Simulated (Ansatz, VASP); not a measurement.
**RbBr in VASP and in Ansatz**

```
Rb Br
1.0
     4.12425    0.00000    0.00000
     0.00000    4.33583    0.00000
     0.00000    0.00000    4.12425
Rb Br
1 1
Direct
  0.00000 0.00000 0.00000
  0.50000 0.50000 0.50000
```

Change from the starting cell: uniaxial_y strain +5.1%.

Alike in both runs: task single point; functional HSE06; k mesh 4 × 4 × 4; no spin polarisation.

|  | VASP | Ansatz |
| --- | --- | --- |
| version | VASP 6.6.1 | Ansatz 0.2.0 |
| potentials or method | VASP PAW PBE potentials, release 64 (Rb_sv, Br) | plane waves, PAW |
| plane-wave cutoff (eV) | 520 | 420 |
| occupations | gaussian, width 0.01 eV | fixed |
| valence electrons in the cell | 16 | 16 |

Ansatz gave:

| Quantity | Value |
| --- | --- |
| gap on the k mesh at the Fermi level (eV) | 4.98 |
| pressure (GPa) | -0.3 |
| traceless stress, the component that is largest in VASP (GPa) | -0.98 |

Task: Estimate VASP's values.

Result: gap on the k mesh at the Fermi level (eV): 4.99; pressure (GPa): -0.3; traceless stress, the component that is largest in VASP (GPa): -0.98.

Ansatz's warnings: stress exchange threshold loose, stress scf threshold loose.
